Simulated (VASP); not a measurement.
Write the native input for VASP 6.6.1 that does the following.

- Task: electric field gradients
- Functional: PBEsol
- Potentials or basis: VASP PAW PBE potentials, release 64 (Al, N)
- Cutoff: 520 eV
- k mesh: 11 × 11 × 6
- Occupations: fermi-dirac, width 0.02 eV
- Spin: no spin polarisation
- Dipole correction: no
- Further INCAR settings: ALGO = Normal; EDIFF = 1e-08; NBANDS = 16

The structure of AlN lies in POSCAR:

```
AlN
1.0
    3.1421121731      0.0000000000      0.0000000000
   -1.5710560866      2.7211489634      0.0000000000
    0.0000000000      0.0000000000      4.9780000000
Al N
2 2
Direct
    0.3333333333      0.6666666667      0.0000000000
    0.6666666667      0.3333333333      0.5000000000
    0.3333333333      0.6666666667      0.3850000000
    0.6666666667      0.3333333333      0.8850000000
```

This cell differs from its parent crystal: equal xx and yy strain of +1 %.

The input as run:

INCAR

```
  PREC = Accurate
  ENCUT = 520
  EDIFF = 1E-8
  ISMEAR = -1
  SIGMA = 0.02
  LREAL = False
  LASPH = True
  NELM = 80
  ALGO = Normal
  ISIF = 2
  LWAVE = False
  LCHARG = False
  GGA = PS
  LEFG = True
  NBANDS = 16
```

KPOINTS

```
Automatic mesh
0
Gamma
  11 11 6
```

Potentials or basis: VASP PAW PBE potentials, release 64 (Al, N).

Command:

```sh
$ cat potpaw_PBE.64/Al/POTCAR potpaw_PBE.64/N/POTCAR > POTCAR
$ mpirun -np 1 vasp_std > vasp.out
```

Results of the run:

* Pressure: -3.5 GPa
* Largest force: 0.071 eV/Å
* Band gap on the k mesh: 3.89 eV, direct

Caveat: the cell differs from its parent crystal (equal xx and yy strain of +1 %); without QUAD_EFG the Cq values of the log hold for a quadrupole moment of 1 mb, not for the nuclei; the PAW data sets were made with another functional, which shifts forces and pressure a little.

It took 24 s on 1 thread of AMD EPYC 9R45 96-Core Processor (Zen 5), with other jobs on the host, peak memory 0.14 GiB.
